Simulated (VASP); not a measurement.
Write the native input for VASP 6.6.1 that does the following.

```yaml
Task: relaxation of cell and atoms
Functional: PBE
Potentials_or_basis: VASP PAW PBE potentials, release 64 (Ta_pv, B, O)
Cutoff: 600 eV
k_mesh: 6 × 6 × 6
Occupations: gaussian, width 0.1 eV
Spin: no spin polarisation
Dipole_correction: no
Further_INCAR_settings: ALGO = Normal; EDIFF = 1e-06; IBRION = 2; EDIFFG = -0.04; NSW = 90; ISIF = 3
```

The structure of Ta2B2O lies in POSCAR:

```
Ta2B2O
1.0
   -1.8147285200      1.8147285200      4.5924402600
    1.8147285200     -1.8147285200      4.5924402600
    1.8147285200      1.8147285200     -4.5924402600
Ta B O
2 2 1
Direct
    0.5000000000      0.0000000000      0.5000000000
    0.0000000000      0.5000000000      0.5000000000
    0.7500000000      0.2500000000      0.5000000000
    0.2500000000      0.7500000000      0.5000000000
    0.5000000000      0.5000000000      0.0000000000
```

The cell was built from a structure type or drawn by symmetry, and may not be a known phase.

One way to write it, as run:

INCAR

```
  PREC = Accurate
  ENCUT = 600
  EDIFF = 1E-6
  ISMEAR = 0
  SIGMA = 0.1
  LREAL = F
  LASPH = T
  NELM = 60
  ALGO = Normal
  ISIF = 3
  LWAVE = F
  LCHARG = F
  GGA = PE
  IBRION = 2
  NSW = 90
  EDIFFG = -0.04
```

KPOINTS

```
regular mesh
0
Gamma
  6 6 6
```

Potentials or basis: VASP PAW PBE potentials, release 64 (Ta_pv, B, O).

The run is started by

```sh
$ cat potpaw_PBE.64/Ta_pv/POTCAR potpaw_PBE.64/B/POTCAR potpaw_PBE.64/O/POTCAR > POTCAR
$ mpirun -np 1 vasp_std > vasp.out
```

Results of the run:

```
Relaxed volume                        : 15.27 Å³/atom
Relaxed cell                          : a = 5.421 Å, b = 5.421 Å, c = 5.421 Å, α = 135.81°, β = 135.81°, γ = 64.27°
Space group after relaxing (to 0.1 Å) : I4/mmm (No. 139)
Energy gained by relaxing             : 778.8 meV/atom
Ionic steps                           : 10
Pressure after relaxing               : 0.0 GPa
Band gap on the k mesh                : zero (bands 17 and 18 overlap by 0.96 eV)
```

Caveat: the volume moved by over 15 % at a fixed basis, so the end points are rough; spin-orbit coupling is left out, which moves the levels of the heavy elements.

It took 5.5 min on 1 thread of Intel(R) Xeon(R) 6975P-C (Granite Rapids) (shared host), peak memory 0.3 GiB.
